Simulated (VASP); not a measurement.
# Lu: single point with PBE

The system is Lu.

```
Lu
1.0
     3.20724    0.00000    0.00000
     0.00000    3.20724    0.00000
     0.00000    0.00000    3.20724
Lu
1
Direct
  0.00000 0.00000 0.00000
```

| Property | Result |
| --- | --- |
| Program | VASP 6.6.1 |
| Task | single point |
| Functional | PBE |
| Potentials or basis | VASP PAW PBE potentials, release 64 (Lu) |
| Cutoff | 520 eV |
| k mesh | 5 × 5 × 5 |
| Occupations | fermi-dirac, width 0.1 eV |
| Spin | no spin polarisation |

| Quantity | Value |
| --- | --- |
| Pressure | -0.4 GPa |

Levels at points of the mesh, in eV from the Fermi level:
```csv
k point,band 10,band 11,band 12,band 13,band 14,band 15
"(0.00, 0.00, 0.00)",-5.39,-5.39,-5.36,-0.37,-0.37,6.00
```

Run time: 6.5 s on 1 thread of Intel Xeon 6975P-C, with other jobs on the host, peak memory 0.14 GiB.

Caveat: the k points lie up to 0.39 Å⁻¹ apart; spin-orbit coupling is left out, which moves the levels of the heavy elements.
